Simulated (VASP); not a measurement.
Set up this calculation in VASP 6.6.1, as the native input.

```yaml
Task: single point
Functional: PBE
Potentials_or_basis: VASP PAW PBE potentials, release 64 (Al, Pt)
Cutoff: 520 eV
k_mesh: 13 × 13 × 5
Occupations: gaussian, width 0.15 eV
Spin: no spin polarisation
Dipole_correction: no
Further_INCAR_settings: ALGO = Fast; EDIFF = 1e-06; NBANDS = 34
```

The structure of Al2Pt lies in POSCAR:

```
Al2Pt
1.0
    2.9732041201     -2.9732041201      0.0000000000
    2.9732041201      0.0000000000     -2.9732041201
    7.1011087787      7.1011087787      7.1011087787
Al Pt
6 3
Direct
    0.6666666667      0.6666666667      0.3489270879
    1.0000000000      0.0000000000      0.0697965828
    0.3333333333      0.3333333333      0.6280575930
    0.6666666667      0.6666666667      0.7676228455
    1.0000000000      1.0000000000      0.4884923404
    0.3333333333      0.3333333333      0.2093618353
    0.0000000000      0.0000000000      0.6978402193
    0.3333333333      0.3333333333      0.4187097142
    0.6666666667      0.6666666667      0.1395792091
```

The input as run:

INCAR

```
PREC     = Accurate       # precision mode
ENCUT    = 520            # plane-wave cutoff, eV
EDIFF    = 1E-6           # SCF threshold, eV
ISMEAR   = 0              # smearing method
SIGMA    = 0.15           # smearing width, eV
LREAL    = F              # projectors in reciprocal space
LASPH    = T              # aspherical terms in the spheres
NELM     = 60             # most SCF steps
ALGO     = Fast           # electronic algorithm
ISIF     = 2              # what is computed and relaxed
LWAVE    = F              # write WAVECAR
LCHARG   = F              # write CHGCAR
GGA      = PE             # functional
NBANDS   = 34             # bands
```

KPOINTS

```
Automatic mesh
0
Gamma
  13 13 5
```

Potentials or basis: VASP PAW PBE potentials, release 64 (Al, Pt).

The run is started by

```bash
$ cat potpaw_PBE.64/Al/POTCAR potpaw_PBE.64/Pt/POTCAR > POTCAR
$ mpirun -np 1 vasp_std > vasp.out
```

It gave:

- Pressure: -2.9 GPa
- Largest force: 0.297 eV/Å
- Band gap on the k mesh: zero (band 24 reaches 8.51 eV, above the bottom of band 25 at 5.16 eV)

Caveat: spin-orbit coupling is left out, which moves the levels of the heavy elements.

Wall time 13 min on 1 thread of Oxide Virtual Turin-like Processor, with other jobs on the host, peak memory 0.57 GiB.
